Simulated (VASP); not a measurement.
# ZnSe (CsCl type) (Pm-3m) in VASP: further runs

ZnSe (CsCl type) is run at these levels: PBE; tasks: single point, relaxation of cell and atoms.

Program: VASP 6.6.1. These are calculated values, not measurements. Logs are shortened: lines on timing, memory, paths and dates and some standing lists are left out, and cuts for length are marked.

### Step 1. The cell of the first run

The structure is cubic, space group Pm-3m (No. 221). Conventional cell: a = 2.956 Å, b = 2.956 Å, c = 2.956 Å, α = 90.00°, β = 90.00°, γ = 90.00°. Within 3.4 Å of Zn (site symmetry m-3m) lie 8 Se at 2.56 Å and 6 Zn at 2.96 Å. Within 3.4 Å of Se (site symmetry m-3m) lie 8 Zn at 2.56 Å and 6 Se at 2.96 Å.

### Step 2. Single point, PBE

The input, INCAR:

```
ALGO = Normal
EDIFF = 1E-6
ENCUT = 520
GGA = PE
ISIF = 2
ISMEAR = -1
LASPH = T
LCHARG = T
LELF = T
LREAL = F
LVHAR = T
LWAVE = F
NBANDS = 16
NELM = 60
PREC = Accurate
SIGMA = 0.1
```

The input, KPOINTS:

```
k-points
0
Gamma
  15 15 15
```

The input, POSCAR:

```
ZnSe
1.0
    2.9563012949      0.0000000000      0.0000000000
    0.0000000000      2.9563012949      0.0000000000
    0.0000000000      0.0000000000      2.9563012949
Zn Se
1 1
Direct
    0.0000000000      0.0000000000      0.0000000000
    0.5000000000      0.5000000000      0.5000000000
```

Potentials or basis: VASP PAW PBE potentials, release 64 (Zn, Se).

Run with:

```sh
cat potpaw_PBE.64/Zn/POTCAR potpaw_PBE.64/Se/POTCAR > POTCAR
mpirun -np 1 vasp_std > vasp.out
```

OUTCAR:

```text
EDIFF = 1E-6
   ENCUT = 520
   GGA = PE
   ISIF = 2
   ISMEAR = -1
   LASPH = T
   LREAL = F
   NELM = 60
   PREC = Accurate

 ion  position               nearest neighbor table
   1  0.000  0.000  0.000-   2 2.56   2 2.56   2 2.56   2 2.56   2 2.56   2 2.56   2 2.56   2 2.56

   2  0.500  0.500  0.500-   1 2.56   1 2.56   1 2.56   1 2.56   1 2.56   1 2.56   1 2.56   1 2.56

  LATTYP: Found a simple cubic cell.
 ALAT       =     2.9563012949

  Lattice vectors:

 A1 = (   2.9563012949,   0.0000000000,   0.0000000000)
 A2 = (   0.0000000000,   2.9563012949,   0.0000000000)
 A3 = (   0.0000000000,   0.0000000000,   2.9563012949)

Analysis of symmetry for initial positions (statically):
=====================================================================
 Subroutine PRICEL returns:
 Original cell was already a primitive cell.

 Routine SETGRP: Setting up the symmetry group for a
 simple cubic supercell.

 Subroutine GETGRP returns: Found 48 space group operations
 (whereof 48 operations were pure point group operations)
 out of a pool of 48 trial point group operations.

The static configuration has the point symmetry O_h .

Analysis of symmetry for dynamics (positions and initial velocities):
=====================================================================
 Subroutine PRICEL returns:
 Original cell was already a primitive cell.

 Routine SETGRP: Setting up the symmetry group for a
 simple cubic supercell.

 Subroutine GETGRP returns: Found 48 space group operations
 (whereof 48 operations were pure point group operations)
 out of a pool of 48 trial point group operations.

The dynamic configuration has the point symmetry O_h .

 Subroutine INISYM returns: Found 48 space group operations
 (whereof 48 operations are pure point group operations),
 and found     1 'primitive' translations

----------------------------------------------------------------------------------------

                                     Primitive cell

  volume of cell :      25.8372

  direct lattice vectors                    reciprocal lattice vectors
     2.956301295  0.000000000  0.000000000     0.338260516  0.000000000  0.000000000
     0.000000000  2.956301295  0.000000000     0.000000000  0.338260516  0.000000000
     0.000000000  0.000000000  2.956301295     0.000000000  0.000000000  0.338260516

  length of vectors
     2.956301295  2.956301295  2.956301295     0.338260516  0.338260516  0.338260516

  position of ions in fractional coordinates (direct lattice)
     0.000000000  0.000000000  0.000000000
     0.500000000  0.500000000  0.500000000

  ion indices of the primitive-cell ions
   primitive index   ion index
                 1           1
                 2           2

----------------------------------------------------------------------------------------

 KPOINTS: k-points

Automatic generation of k-mesh.
 Grid dimensions read from file:
 generate k-points for:   15   15   15

 Generating k-lattice:

  Cartesian coordinates                     Fractional coordinates (reciprocal lattice)
     0.022550701  0.000000000  0.000000000     0.066666667  0.000000000  0.000000000
     0.000000000  0.022550701  0.000000000     0.000000000  0.066666667  0.000000000
     0.000000000  0.000000000  0.022550701     0.000000000  0.000000000  0.066666667

  Length of vectors
     0.022550701  0.022550701  0.022550701

  Shift w.r.t. Gamma in fractional coordinates (k-lattice)
     0.000000000  0.000000000  0.000000000

 Subroutine IBZKPT returns following result:
 ===========================================

 Found    120 irreducible k-points:

 Following reciprocal coordinates:
            Coordinates               Weight
  0.000000  0.000000  0.000000      1.000000
  0.066667  0.000000  0.000000      6.000000
  0.133333  0.000000  0.000000      6.000000
  0.200000  0.000000  0.000000      6.000000
  0.266667  0.000000  0.000000      6.000000
  0.333333  0.000000  0.000000      6.000000
[... 16 lines left out ...]
  0.266667  0.200000  0.000000     24.000000
  0.333333  0.200000  0.000000     24.000000
 [... further k-points ...]
   k-points           NKPTS =    120   k-points in BZ     NKDIM =    120   number of bands    NBANDS=     16
   number of dos      NEDOS =    301   number of ions     NIONS =      2
   total plane-waves  NPLWV =  13824
   dimension x,y,z NGX =    24 NGY =   24 NGZ =   24
   dimension x,y,z NGXF=    48 NGYF=   48 NGZF=   48
   ions per type =               1   1
   NGX,Y,Z   is equivalent  to a cutoff of  13.50, 13.50, 13.50 a.u.
   NGXF,Y,Z  is equivalent  to a cutoff of  26.99, 26.99, 26.99 a.u.
 SYSTEM =  unknown system
   PREC   = accura    normal or accurate (medium, high low for compatibility)
   ISTART =      0    job   : 0-new  1-cont  2-samecut
   ICHARG =      2    charge: 1-file 2-atom 10-const
   ISPIN  =      1    spin polarized calculation?
   LNONCOLLINEAR =      F non collinear calculations
   LSORBIT =      F    spin-orbit coupling
   LASPH  =      T    aspherical Exc in radial PAW
   ENCUT  =  520.0 eV  38.22 Ry    6.18 a.u.   5.50  5.50  5.50*2*pi/ulx,y,z
   NELM   =     60;   NELMIN=  2; NELMDL= -5     # of ELM steps
   EDIFF  = 0.1E-05   stopping-criterion for ELM
   LREAL  =      F    real-space projection
[... 7 lines left out ...]
   TEBEG  =    0.0;   TEEND  =   0.0 temperature during run
   PSTRESS=    0.0 pullay stress
   NELECT =      18.0000    total number of electrons
   NUPDOWN=      -1.0000    fix difference up-down
   EMIN   =  10.00;   EMAX   =-10.00  energy-range for DOS
   EFERMI =   0.00;   METHOD = LEGACY
   ISMEAR =    -1;   SIGMA  =   0.10  broadening in eV -4-tet -1-fermi 0-gaus
   EFERMI_NEDOS =   21; number of points for ismear=-14 and -15
   IALGO  =     38    algorithm
   IMIX   =      4    mixing-type and parameters
     AMIX     =   0.40;   BMIX     =  1.00
     AMIX_MAG =   1.60;   BMIX_MAG =  1.00
  volume/ion in A,a.u.               =      12.92        87.18
  Fermi-wavevector in a.u.,A,eV,Ry     =   1.451277  2.742516 28.656657  2.106205
  Thomas-Fermi vector in A             =   2.568793
   LORBIT       =      0    0 simple, 1 ext, 2 COOP (PROOUT), +10 PAW based schemes
   GGA     = PE    functional components
   LHFCALC =     F    Hartree Fock is set to
   AEXX    =    0.0000 exact exchange contribution
   IVDW    =     0    specifies the selected vdW correction
   LEPSILON=     F    determine dielectric tensor
   LRPA    =     F    only Hartree local field effects (RPA)
 non-spin polarized calculation
  energy-cutoff  :      520.00
  volume of cell :       25.84
 maximum number of plane-waves:       739
 NGX is ok and might be reduce to    24
   NGX = 11   NGY = 11   NGZ = 11

 number of electron      17.9999997 magnetization

 Free energy of the ion-electron system (eV)
  ---------------------------------------------------
  ext. energy  EPLUGINS =         0.00000000
  ---------------------------------------------------
  free energy    TOTEN  =        -2.85211680 eV

  energy without entropy =       -2.82408072  energy(sigma->0) =       -2.83809876

 E-fermi :   8.2178     XC(G=0): -12.6019

 val. band max:        8.2157240911   @ k =   0.4667   0.0667   0.0000
 cond. band min:       8.2265215423   @ k =   0.4667   0.4667   0.1333
 fundamental gap:      0.0107974513
 Fermi energy:         8.2178493171

 k-point     1 :       0.0000    0.0000    0.0000
  band No.  band energies     occupation
      1      -9.7887      2.00000
      2      -0.1971      2.00000
      3      -0.1971      2.00000
      4       0.5093      2.00000
      5       0.5093      2.00000
      6       0.5093      2.00000
[... 8 lines left out ...]
     15      23.2278      0.00000
     16      26.1592      0.00000

 k-point     2 :       0.0667    0.0000    0.0000
  band No.  band energies     occupation
      1      -9.7233      2.00000
      2      -0.1976      2.00000
      3      -0.1912      2.00000
      4       0.4867      2.00000
      5       0.4867      2.00000
      6       0.5106      2.00000
[... 8 lines left out ...]
     15      22.8079      0.00000
     16      26.1932      0.00000

 k-point     3 :       0.1333    0.0000    0.0000
  band No.  band energies     occupation
      1      -9.5294      2.00000
      2      -0.2161      2.00000
      3      -0.1743      2.00000
      4       0.4247      2.00000
      5       0.4247      2.00000
      6       0.5142      2.00000
[... 8 lines left out ...]
     15      21.8288      0.00000
     16      25.3644      0.00000

 k-point     4 :       0.2000    0.0000    0.0000
  band No.  band energies     occupation
      1      -9.2149      2.00000
      2      -0.3207      2.00000
      3      -0.1493      2.00000
      4       0.3382      2.00000
      5       0.3382      2.00000
      6       0.5195      2.00000
[... 8 lines left out ...]
     15      20.8536      0.00000
     16      23.7371      0.00000

 k-point     5 :       0.2667    0.0000    0.0000
  band No.  band energies     occupation
      1      -8.7970      2.00000
      2      -0.6738      2.00000
      3      -0.1205      2.00000
      4       0.2448      2.00000
      5       0.2448      2.00000
      6       0.5256      2.00000
[... 8 lines left out ...]
     15      21.1238      0.00000
     16      22.3042      0.00000

 k-point     6 :       0.3333    0.0000    0.0000
  band No.  band energies     occupation
      1      -8.3110      2.00000
      2      -1.3840      2.00000
      3      -0.0929      2.00000
      4       0.1607      2.00000
      5       0.1607      2.00000
      6       0.5314      2.00000
[... 8 lines left out ...]
     15      21.1026      0.00000
     16      23.2026      0.00000

 k-point     7 :       0.4000    0.0000    0.0000
  band No.  band energies     occupation
      1      -7.8321      2.00000
      2      -2.1824      2.00000
      3      -0.0711      2.00000
      4       0.0981      2.00000
      5       0.0981      2.00000
      6       0.5360      2.00000
[... 8 lines left out ...]
     15      20.1944      0.00000
     16      25.8483      0.00000

 k-point     8 :       0.4667    0.0000    0.0000
  band No.  band energies     occupation
      1      -7.5055      2.00000
      2      -2.7073      2.00000
      3      -0.0592      2.00000
      4       0.0649      2.00000
      5       0.0649      2.00000
      6       0.5385      2.00000
[... 8 lines left out ...]
     15      19.6848      0.00000
     16      27.1414      0.00000

 k-point     9 :       0.0667    0.0667    0.0000
  band No.  band energies     occupation
      1      -9.6581      2.00000
      2      -0.1928      2.00000
      3      -0.1891      2.00000
      4       0.4626      2.00000
      5       0.4772      2.00000
      6       0.4998      2.00000
[... 8 lines left out ...]
     15      22.9562      0.00000
     16      25.1932      0.00000
[... 172 lines left out ...]
 k-point    19 :       0.3333    0.1333    0.0000
  band No.  band energies     occupation
      1      -8.0798      2.00000
      2      -1.2087      2.00000
      3      -0.0755      2.00000
      4       0.1435      2.00000
      5       0.1872      2.00000
      6       0.4835      2.00000
[... 8 lines left out ...]
     15      22.9352      0.00000
     16      23.5726      0.00000

 k-point    20 :       0.4000    0.1333    0.0000
  band No.  band energies     occupation
      1      -7.6155      2.00000
      2      -1.9360      2.00000
      3      -0.0424      2.00000
      4       0.0960      2.00000
      5       0.1313      2.00000
      6       0.4909      2.00000
[... 8 lines left out ...]
     15      22.4003      0.00000
     16      24.4475      0.00000

 k-point    21 :       0.4667    0.1333    0.0000
  band No.  band energies     occupation
      1      -7.3019      2.00000
      2      -2.4252      2.00000
      3      -0.0155      2.00000
      4       0.0567      2.00000
      5       0.1014      2.00000
      6       0.4950      2.00000
[... 8 lines left out ...]
     15      21.9523      0.00000
     16      24.7530      0.00000

 k-point    22 :       0.2000    0.2000    0.0000
  band No.  band energies     occupation
      1      -8.6620      2.00000
      2      -0.2958      2.00000
      3      -0.1500      2.00000
      4       0.1736      2.00000
      5       0.3230      2.00000
      6       0.4331      2.00000
[... 8 lines left out ...]
     15      21.4225      0.00000
     16      22.6005      0.00000

 k-point    23 :       0.2667    0.2000    0.0000
  band No.  band energies     occupation
      1      -8.2624      2.00000
      2      -0.5338      2.00000
      3      -0.1122      2.00000
      4       0.1507      2.00000
      5       0.2741      2.00000
      6       0.4256      2.00000
[... 8 lines left out ...]
     15      21.5688      0.00000
     16      22.3815      0.00000

 k-point    24 :       0.3333    0.2000    0.0000
  band No.  band energies     occupation
      1      -7.8029      2.00000
      2      -1.0282      2.00000
      3      -0.0651      2.00000
      4       0.1398      2.00000
      5       0.2151      2.00000
      6       0.4333      2.00000
[... 8 lines left out ...]
     15      22.6110      0.00000
     16      23.2953      0.00000

 [... further k-points ...]

------------------------ aborting loop because EDIFF is reached ----------------------------------------

  FORCE on cell =-STRESS in cart. coord.  units (eV):
  Direction    XX          YY          ZZ          XY          YZ          ZX
  --------------------------------------------------------------------------------------
  -------------------------------------------------------------------------------------
  Total        9.3381260      9.3381260      9.3381260      0.0000000      0.0000000     -0.0000000
  in kB      579.0608874    579.0608874    579.0608874      0.0000000      0.0000000     -0.0000000
  external PRESSURE =     579.0608874 kB  Pullay stress =       0.0000000 kB

 VOLUME and BASIS-vectors are now :
 -----------------------------------------------------------------------------
  energy-cutoff  :      520.00
  volume of cell :       25.84
      direct lattice vectors                 reciprocal lattice vectors
     2.956301295  0.000000000  0.000000000     0.338260516  0.000000000  0.000000000
     0.000000000  2.956301295  0.000000000     0.000000000  0.338260516  0.000000000
     0.000000000  0.000000000  2.956301295     0.000000000  0.000000000  0.338260516

 POSITION                                       TOTAL-FORCE (eV/Angst)
 -----------------------------------------------------------------------------------
      0.00000      0.00000      0.00000         0.000000      0.000000      0.000000
      1.47815      1.47815      1.47815         0.000000      0.000000      0.000000
 -----------------------------------------------------------------------------------
    total drift:                                0.000000      0.000000      0.000000

  FREE ENERGIE OF THE ION-ELECTRON SYSTEM (eV)
  ---------------------------------------------------
  free  energy   TOTEN  =        -2.8521168003 eV

  energy  without entropy=       -2.8240807200  energy(sigma->0) =       -2.83809876
```

Run time: 22 s. Hardware: 1 thread of Intel Xeon 6975P-C, shared host; peak memory 0.18 GiB.

What came out:

```yaml
Free_energy: -2.8521 eV
Pressure: 57.9 GPa
Band_gap_on_the_k_mesh: zero (band 9 reaches 9.13 eV, above the bottom of band 10 at 6.26 eV)
```

[end of part 1 of 2]
